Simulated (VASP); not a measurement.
# YPt3F2: single point with PBE

The system is YPt3F2.

```
Y Pt F
1.0
     4.89017    0.00000    0.00000
    -2.44508    4.23501    0.00000
     0.00000    0.00000    5.53157
Y Pt F
1 3 2
Direct
  0.00000 0.00000 0.00000
  0.50000 0.00000 0.50000
  0.50000 0.50000 0.50000
  0.00000 0.50000 0.50000
  0.33333 0.66667 0.00000
  0.66667 0.33333 0.00000
```

The cell was built from a structure type or drawn by symmetry, and may not be a known phase.

```json
{
  "Program": "VASP 6.6.1",
  "Task": "single point",
  "Functional": "PBE",
  "Potentials or basis": "VASP PAW PBE potentials, release 64 (Y_sv, Pt, F)",
  "Cutoff": "520 eV",
  "k mesh": "6 × 6 × 4",
  "Occupations": "gaussian, width 0.1 eV",
  "Spin": "collinear spin",
  "Starting moments": "[0.0, 1.0, 1.0, 1.0, 0.0, 0.0] μB",
  "Dipole correction": "no",
  "Further INCAR settings": "ALGO = Normal; EDIFF = 1e-07; NBANDS = 40"
}
```

```json
{
  "Pressure": "-0.4 GPa",
  "Net moment": "0.30 μB per cell",
  "Site moments": "Y -0.00; Pt +0.10; F +0.00 μB",
  "Valence electrons inside the program's atomic spheres": "Y 8.61; Pt 9.40; F 6.02"
}
```

Stress tensor (GPa, compression positive):
```
-0.55  0.00  0.00
 0.00 -0.55  0.00
 0.00  0.00 -0.19
```

Levels at points of the mesh, in eV from the Fermi level:
Spin up:
```tsv
k point	band 26	band 27	band 28	band 29	band 30	band 31
(0.00, 0.00, 0.00)	0.23	0.23	2.63	2.76	2.76	2.92
(0.50, 0.00, 0.00)	-1.28	-0.54	-0.32	0.17	1.94	1.97
(0.00, 0.00, 0.50)	0.08	0.25	0.25	1.48	1.48	2.59
(0.50, 0.00, 0.50)	-0.67	-0.65	-0.38	0.16	2.36	2.54
```
Spin down:
```tsv
k point	band 24	band 25	band 26	band 27	band 28	band 29	band 30	band 31
(0.00, 0.00, 0.00)	-0.24	-0.03	0.33	0.33	2.63	2.76	2.76	2.92
(0.50, 0.00, 0.00)	-1.70	-1.57	-1.25	-0.50	-0.26	0.27	1.95	1.97
(0.00, 0.00, 0.50)	-0.26	-0.04	0.08	0.36	0.36	1.48	1.48	2.58
(0.50, 0.00, 0.50)	-1.46	-1.00	-0.64	-0.63	-0.31	0.26	2.36	2.54
```

Run time: 4.4 min on 1 thread of Intel(R) Xeon(R) Platinum 8488C (Sapphire Rapids), on a shared host, peak memory 0.37 GiB.

Caveat: spin-orbit coupling is left out, which moves the levels of the heavy elements.
